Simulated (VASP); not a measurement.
# CdTe (F-43m) in VASP: a series of runs

The runs below take CdTe through single point, with r2SCAN+D3(BJ), PBE.

Program: VASP 6.6.1. These are calculated values, not measurements. Logs are shortened: lines on timing, memory, paths and dates and some standing lists are left out, and cuts for length are marked.

## (1) The cell of the first run

Symmetry: F-43m, No. 216, cubic system. The conventional cell has a = 6.410 Å, b = 6.410 Å, c = 6.410 Å, α = 90.00°, β = 90.00°, γ = 90.00°. Within 3.7 Å of Te (site symmetry -43m) lie 4 Cd at 2.78 Å. Within 3.7 Å of Cd (site symmetry -43m) lie 4 Te at 2.78 Å.

## (2) Single point, r2SCAN+D3(BJ), collinear spin, zero start

Input file POSCAR:

```
CdTe
1.0
    0.0000000000      3.2050000000      3.2050000000
    3.2050000000      0.0000000000      3.2050000000
    3.2050000000      3.2050000000      0.0000000000
Te Cd
1 1
Direct
    0.7500000000      0.7500000000      0.7500000000
    0.0000000000      0.0000000000      0.0000000000
```

Input file INCAR.step1:

```
  PREC = Accurate
  ENCUT = 520
  ISMEAR = -1
  SIGMA = 0.15
  LREAL = False
  LASPH = True
  NELM = 150
  ISPIN = 2
  MAGMOM = 0 0
  NUPDOWN = 0.0
  NBANDS = 20
  GGA = PE
  ALGO = Normal
  EDIFF = 1E-4
  LWAVE = True
  LCHARG = False
```

Input file INCAR.step2:

```
  PREC = Accurate
  ENCUT = 520
  EDIFF = 1E-6
  ISMEAR = -1
  SIGMA = 0.15
  LREAL = False
  LASPH = True
  NELM = 150
  ALGO = Normal
  ISIF = 2
  LWAVE = False
  LCHARG = False
  ISPIN = 2
  MAGMOM = 0 0
  LORBIT = 11
  NUPDOWN = 0.0
  METAGGA = R2SCAN
  LMIXTAU = True
  IVDW = 12
  VDW_S6 = 1.0
  VDW_S8 = 0.78981345
  VDW_A1 = 0.49484001
  VDW_A2 = 5.73083694
  NBANDS = 20
  ISTART = 1
```

Input file KPOINTS:

```
regular mesh
0
Gamma
  7 7 7
```

Potentials or basis: VASP PAW PBE potentials, release 64 (Te, Cd).

Run with:

```sh
cat potpaw_PBE.64/Te/POTCAR potpaw_PBE.64/Cd/POTCAR > POTCAR
cp INCAR.step1 INCAR
mpirun -np 1 vasp_std > vasp.out
cp INCAR.step2 INCAR
mpirun -np 1 vasp_std > vasp.out
```

OUTCAR:

```text
PREC = Accurate
   ENCUT = 520
   EDIFF = 1E-6
   ISMEAR = -1
   LREAL = False
   LASPH = True
   NELM = 150
   ISIF = 2
   ISPIN = 2
   LORBIT = 11
   NUPDOWN = 0.0
   METAGGA = R2SCAN
   IVDW = 12
   ISTART = 1
 IVDW          = 12

 ion  position               nearest neighbor table
   1  0.750  0.750  0.750-   2 2.78   2 2.78   2 2.78   2 2.78
   2  0.000  0.000  0.000-   1 2.78   1 2.78   1 2.78   1 2.78

  LATTYP: Found a face centered cubic cell.
 ALAT       =     6.4100000000

  Lattice vectors:

 A1 = (   0.0000000000,   3.2050000000,   3.2050000000)
 A2 = (   3.2050000000,   0.0000000000,   3.2050000000)
 A3 = (   3.2050000000,   3.2050000000,   0.0000000000)

Analysis of symmetry for initial positions (statically):
=====================================================================
 Subroutine PRICEL returns:
 Original cell was already a primitive cell.

 Routine SETGRP: Setting up the symmetry group for a
 face centered cubic supercell.

 Subroutine GETGRP returns: Found 24 space group operations
 (whereof 24 operations were pure point group operations)
 out of a pool of 48 trial point group operations.

The static configuration has the point symmetry T_d .

Analysis of symmetry for dynamics (positions and initial velocities):
=====================================================================
 Subroutine PRICEL returns:
 Original cell was already a primitive cell.

 Routine SETGRP: Setting up the symmetry group for a
 face centered cubic supercell.

 Subroutine GETGRP returns: Found 24 space group operations
 (whereof 24 operations were pure point group operations)
 out of a pool of 48 trial point group operations.

The dynamic configuration has the point symmetry T_d .

Analysis of structural, dynamic, and magnetic symmetry:
=====================================================================
 Subroutine PRICEL returns:
 Original cell was already a primitive cell.

 Routine SETGRP: Setting up the symmetry group for a
 face centered cubic supercell.

 Subroutine GETGRP returns: Found 24 space group operations
 (whereof 24 operations were pure point group operations)
 out of a pool of 48 trial point group operations.

The overall configuration has the point symmetry T_d .

 Subroutine INISYM returns: Found 24 space group operations
 (whereof 24 operations are pure point group operations),
 and found     1 'primitive' translations

----------------------------------------------------------------------------------------

                                     Primitive cell

  volume of cell :      65.8437

  direct lattice vectors                    reciprocal lattice vectors
     0.000000000  3.205000000  3.205000000    -0.156006240  0.156006240  0.156006240
     3.205000000  0.000000000  3.205000000     0.156006240 -0.156006240  0.156006240
     3.205000000  3.205000000  0.000000000     0.156006240  0.156006240 -0.156006240

  length of vectors
     4.532554467  4.532554467  4.532554467     0.270210734  0.270210734  0.270210734

  position of ions in fractional coordinates (direct lattice)
     0.750000000  0.750000000  0.750000000
     0.000000000  0.000000000  0.000000000

  ion indices of the primitive-cell ions
   primitive index   ion index
                 1           1
                 2           2

----------------------------------------------------------------------------------------

 KPOINTS: regular mesh

Automatic generation of k-mesh.
 Grid dimensions read from file:
 generate k-points for:    7    7    7

 Generating k-lattice:

  Cartesian coordinates                     Fractional coordinates (reciprocal lattice)
    -0.022286606  0.022286606  0.022286606     0.142857143  0.000000000  0.000000000
     0.022286606 -0.022286606  0.022286606     0.000000000  0.142857143  0.000000000
     0.022286606  0.022286606 -0.022286606     0.000000000  0.000000000  0.142857143

  Length of vectors
     0.038601533  0.038601533  0.038601533

  Shift w.r.t. Gamma in fractional coordinates (k-lattice)
     0.000000000  0.000000000  0.000000000

 Subroutine IBZKPT returns following result:
 ===========================================

 Found     20 irreducible k-points:

 Following reciprocal coordinates:
            Coordinates               Weight
  0.000000  0.000000  0.000000      1.000000
  0.142857  0.000000  0.000000      8.000000
  0.285714  0.000000  0.000000      8.000000
  0.428571  0.000000  0.000000      8.000000
  0.142857  0.142857  0.000000      6.000000
  0.285714  0.142857  0.000000     24.000000
[... 12 lines left out ...]
 -0.428571  0.428571  0.142857     24.000000
 -0.285714  0.428571  0.142857     24.000000
   k-points           NKPTS =     20   k-points in BZ     NKDIM =     20   number of bands    NBANDS=     20
   number of dos      NEDOS =    301   number of ions     NIONS =      2
   total plane-waves  NPLWV =  46656
   dimension x,y,z NGX =    36 NGY =   36 NGZ =   36
   dimension x,y,z NGXF=    72 NGYF=   72 NGZF=   72
   ions per type =               1   1
   NGX,Y,Z   is equivalent  to a cutoff of  13.20, 13.20, 13.20 a.u.
   NGXF,Y,Z  is equivalent  to a cutoff of  26.41, 26.41, 26.41 a.u.
 SYSTEM =  unknown system
   PREC   = accura    normal or accurate (medium, high low for compatibility)
   ISTART =      1    job   : 0-new  1-cont  2-samecut
   ICHARG =      0    charge: 1-file 2-atom 10-const
   ISPIN  =      2    spin polarized calculation?
   LNONCOLLINEAR =      F non collinear calculations
   LSORBIT =      F    spin-orbit coupling
   LASPH  =      T    aspherical Exc in radial PAW
   ENCUT  =  520.0 eV  38.22 Ry    6.18 a.u.   8.43  8.43  8.43*2*pi/ulx,y,z
   NELM   =    150;   NELMIN=  2; NELMDL=  0     # of ELM steps
   EDIFF  = 0.1E-05   stopping-criterion for ELM
   LREAL  =      F    real-space projection
   EDIFFG = 0.1E-04   stopping-criterion for IOM
   NSW    =      0    number of steps for IOM
   IBRION =     -1    ionic relax: 0-MD 1-quasi-New 2-CG
   NFREE  =      0    steps in history (QN), initial steepest desc. (CG)
   ISIF   =      2    stress and relaxation
   ISYM   =      2    0-nonsym 1-usesym 2-fastsym
   POTIM  = 0.5000    time-step for ionic-motion
   TEBEG  =    0.0;   TEEND  =   0.0 temperature during run
   PSTRESS=    0.0 pullay stress
   NELECT =      18.0000    total number of electrons
   NUPDOWN=       0.0000    fix difference up-down
   EMIN   =  10.00;   EMAX   =-10.00  energy-range for DOS
   EFERMI =   0.00;   METHOD = LEGACY
   ISMEAR =    -1;   SIGMA  =   0.15  broadening in eV -4-tet -1-fermi 0-gaus
   EFERMI_NEDOS =   21; number of points for ismear=-14 and -15
   IALGO  =     38    algorithm
   IMIX   =      4    mixing-type and parameters
     AMIX     =   0.40;   BMIX     =  1.00
     AMIX_MAG =   1.60;   BMIX_MAG =  1.00
  volume/ion in A,a.u.               =      32.92       222.17
  Fermi-wavevector in a.u.,A,eV,Ry     =   1.062497  2.007828 15.359610  1.128899
  Thomas-Fermi vector in A             =   2.197950
   LORBIT       =     11    0 simple, 1 ext, 2 COOP (PROOUT), +10 PAW based schemes
   METAGGA = R2SCAN    functional components
   LHFCALC =     F    Hartree Fock is set to
   AEXX    =    0.0000 exact exchange contribution
   IVDW    =    12    specifies the selected vdW correction
   LEPSILON=     F    determine dielectric tensor
   LRPA    =     F    only Hartree local field effects (RPA)
 spin polarized calculation
  energy-cutoff  :      520.00
  volume of cell :       65.84
 maximum number of plane-waves:      1807
 NGX is ok and might be reduce to    36
   NGX = 17   NGY = 17   NGZ = 17

 number of electron      17.9999995 magnetization       0.0000000

 number of electron      17.9999995 magnetization      -0.0000000

 Free energy of the ion-electron system (eV)
  ---------------------------------------------------
  ext. energy  EPLUGINS =         0.00000000
  ---------------------------------------------------
  free energy    TOTEN  =       -46.59667588 eV

  energy without entropy =      -46.59630300  energy(sigma->0) =      -46.59648944

 E-fermi :   3.2811     XC(G=0):  -9.2595

 val. band max:        2.4123906543   @ k =   0.0000   0.0000   0.0000
 cond. band min:       3.7951627044   @ k =   0.0000   0.0000   0.0000
 fundamental gap:      1.3827720501
 Fermi energy:         3.2811496559

 spin component 1

 k-point     1 :       0.0000    0.0000    0.0000
  band No.  band energies     occupation
      1      -9.3208      1.00000
      2      -6.2695      1.00000
      3      -6.2695      1.00000
      4      -6.2695      1.00000
      5      -5.9568      1.00000
      6      -5.9568      1.00000
[... 12 lines left out ...]
     19      13.0958      0.00000
     20      15.3605      0.00000

 k-point     2 :       0.1429    0.0000    0.0000
  band No.  band energies     occupation
      1      -9.2369      1.00000
      2      -6.2529      1.00000
      3      -6.2528      1.00000
      4      -6.2017      1.00000
      5      -5.9579      1.00000
      6      -5.9579      1.00000
[... 12 lines left out ...]
     19      14.6484      0.00000
     20      16.8285      0.00000
[... 372 lines left out ...]
      2      -6.1181      1.00000
      3      -6.1150      1.00000
      4      -6.0232      1.00000
      5      -5.9366      1.00000
      6      -5.4012      1.00000
[... 12 lines left out ...]
     19      17.0490      0.00000
     20      17.8117      0.00000

 k-point    20 :      -0.2857    0.4286    0.1429
  band No.  band energies     occupation
      1      -8.7567      1.00000
      2      -6.1324      1.00000
      3      -6.1173      1.00000
      4      -5.9939      1.00000
      5      -5.9531      1.00000
      6      -5.3228      1.00000
[... 12 lines left out ...]
     19      17.1941      0.00000
     20      18.8566      0.00000
 Fermi energy:         3.2811497052

 spin component 2

 k-point     1 :       0.0000    0.0000    0.0000
  band No.  band energies     occupation
      1      -9.3208      1.00000
      2      -6.2695      1.00000
      3      -6.2695      1.00000
      4      -6.2695      1.00000
      5      -5.9568      1.00000
      6      -5.9568      1.00000
[... 12 lines left out ...]
     19      13.0958      0.00000
     20      15.3605      0.00000

 k-point     2 :       0.1429    0.0000    0.0000
  band No.  band energies     occupation
      1      -9.2369      1.00000
      2      -6.2529      1.00000
      3      -6.2528      1.00000
      4      -6.2017      1.00000
      5      -5.9579      1.00000
      6      -5.9579      1.00000
[... 12 lines left out ...]
     19      14.6484      0.00000
     20      16.8285      0.00000
[... 373 lines left out ...]
      3      -6.1150      1.00000
      4      -6.0232      1.00000
      5      -5.9366      1.00000
      6      -5.4012      1.00000
[... 12 lines left out ...]
     19      17.0490      0.00000
     20      17.8117      0.00000

 k-point    20 :      -0.2857    0.4286    0.1429
  band No.  band energies     occupation
      1      -8.7567      1.00000
      2      -6.1324      1.00000
      3      -6.1173      1.00000
      4      -5.9939      1.00000
      5      -5.9531      1.00000
      6      -5.3228      1.00000
[... 12 lines left out ...]
     19      17.1941      0.00000
     20      18.8566      0.00000

------------------------ aborting loop because EDIFF is reached ----------------------------------------

 Edisp (eV)   -0.34494

 E8    (eV) :    -0.1239

  FORCE on cell =-STRESS in cart. coord.  units (eV):
  Direction    XX          YY          ZZ          XY          YZ          ZX
  --------------------------------------------------------------------------------------
  -------------------------------------------------------------------------------------
  Total       1.04068     1.04068     1.04068     0.00000     0.00000    -0.00000
  in kB      25.32302    25.32302    25.32302     0.00000     0.00000    -0.00000
  external pressure =       25.32 kB  Pullay stress =        0.00 kB

 VOLUME and BASIS-vectors are now :
 -----------------------------------------------------------------------------
  energy-cutoff  :      520.00
  volume of cell :       65.84
      direct lattice vectors                 reciprocal lattice vectors
     0.000000000  3.205000000  3.205000000    -0.156006240  0.156006240  0.156006240
     3.205000000  0.000000000  3.205000000     0.156006240 -0.156006240  0.156006240
     3.205000000  3.205000000  0.000000000     0.156006240  0.156006240 -0.156006240

 POSITION                                       TOTAL-FORCE (eV/Angst)
 -----------------------------------------------------------------------------------
      4.80750      4.80750      4.80750        -0.000000     -0.000000     -0.000000
      0.00000      0.00000      0.00000         0.000000      0.000000      0.000000
 -----------------------------------------------------------------------------------
    total drift:                                0.000002      0.000002      0.000002

  FREE ENERGIE OF THE ION-ELECTRON SYSTEM (eV)
  ---------------------------------------------------
  free  energy   TOTEN  =       -46.9416134839 eV

  energy  without entropy=      -46.9412405984  energy(sigma->0) =      -46.94142704

 total charge

# of ion       s       p       d       tot
------------------------------------------
    1        1.350   2.128   0.024   3.502
    2        0.457   0.333   9.546  10.336
--------------------------------------------------
tot          1.807   2.461   9.569  13.838

 magnetization (x)

# of ion       s       p       d       tot
------------------------------------------
    1       -0.000  -0.000  -0.000  -0.000
    2        0.000  -0.000   0.000   0.000
--------------------------------------------------
tot          0.000  -0.000  -0.000  -0.000
```

It took 2.7 min on 1 thread of Intel Xeon Platinum 8259CL at 2.50GHz (Skylake/Cascade Lake), shared host; peak memory 0.29 GiB.

What came out:

```
Free energy                                           : -46.9416 eV
Pressure                                              : 2.5 GPa
Net moment                                            : 0.00 μB per cell
Valence electrons inside the program's atomic spheres : Te 3.50; Cd 10.34
Dispersion energy per atom                            : -0.172 eV
```

Caveat: the PAW data sets were made with another functional, which shifts forces and pressure a little; spin-orbit coupling is left out, which moves the levels of the heavy elements; the total moment is fixed, so each spin has its own Fermi level.

(Continued in part 2 of 2.)
